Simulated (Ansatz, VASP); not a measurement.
**One calculation of CoSn2, two programs**

Contents of INCAR:

```
PREC     = Accurate       # precision mode
ENCUT    = 520            # plane-wave cutoff, eV
EDIFF    = 1E-7           # SCF threshold, eV
ISMEAR   = 0              # smearing method
SIGMA    = 0.01           # smearing width, eV
LREAL    = False          # projectors in reciprocal space
LASPH    = True           # aspherical terms in the spheres
NELM     = 60             # most SCF steps
ALGO     = Normal         # electronic algorithm
ISIF     = 2              # what is computed and relaxed
LWAVE    = False          # write WAVECAR
LCHARG   = False          # write CHGCAR
GGA      = PS             # functional
NBANDS   = 46             # bands
```

Contents of KPOINTS:

```
Automatic mesh
0
Gamma
  4 4 4
```

File POSCAR:

```
CoSn2
1.0
   -3.1825000000      3.1825000000      2.7285000000
    3.1825000000     -3.1825000000      2.7285000000
    3.1825000000      3.1825000000     -2.7285000000
Co Sn
2 4
Direct
    0.2500000000      0.2500000000      0.0000000000
    0.7500000000      0.7500000000      0.0000000000
    0.6580000000      0.1580000000      0.8160000000
    0.1580000000      0.3420000000      0.5000000000
    0.3420000000      0.8420000000      0.1840000000
    0.8420000000      0.6580000000      0.5000000000
```

Input for Ansatz:

```yaml
crystal:
  lattice:
    - [-3.1825, 3.1825, 2.7285]
    - [3.1825, -3.1825, 2.7285]
    - [3.1825, 3.1825, -2.7285]
  atoms:
    - { symbol: Co, position: [0.25, 0.25, 0.0] }
    - { symbol: Co, position: [0.75, 0.75, 0.0] }
    - { symbol: Sn, position: [0.658, 0.158, 0.816] }
    - { symbol: Sn, position: [0.158, 0.342, 0.5] }
    - { symbol: Sn, position: [0.342, 0.842, 0.184] }
    - { symbol: Sn, position: [0.842, 0.658, 0.5] }
basis:
  ecutwfc: 420
kpoints:
  mp_grid: { grid: [4, 4, 4] }
hamiltonian:
  xc: pbesol
scf:
  occupations: { method: gaussian, width: 0.01 }
output:
  forces: true
  stress: true
  eigenvalues: true
```

Alike in both runs: task single point; functional PBEsol; k mesh 4 × 4 × 4; occupations gaussian, width 0.01 eV; no spin polarisation.

|  | VASP | Ansatz |
| --- | --- | --- |
| version | VASP 6.6.1 | Ansatz 0.2.0 |
| potentials or method | VASP PAW PBE potentials, release 64 (Co, Sn_d), cutoff 520 eV | scalar-relativistic, plane waves, PAW |
| valence electrons in the cell | 74 | 90 |

|  | VASP | Ansatz | Ansatz less VASP |
| --- | --- | --- | --- |
| gap on the k mesh at the Fermi level (eV) | none | none | - |
| pressure (GPa) | -3.9 | -3.9 | +0.02 |
| traceless stress, the component that is largest in VASP (GPa) | -0.99 | -1.00 | -0.011 |
| rms of the force components (eV/Å) | 0.365 | 0.364 | -0.0007 |

VASP's potentials were made for PBE, not for PBEsol. Atom by atom the forces differ by 0.001 eV/Å (rms over components). A gap of «none» marks a metal or a gap that the smearing closes. The functional is the same, so the differences come from potentials, cutoffs and numerics. VASP's potentials hold 74 valence electrons a cell and Ansatz's 90, so a difference there can come from the potentials and not from the codes.

The k mesh is coarse, so the values compare programs but aren't converged.
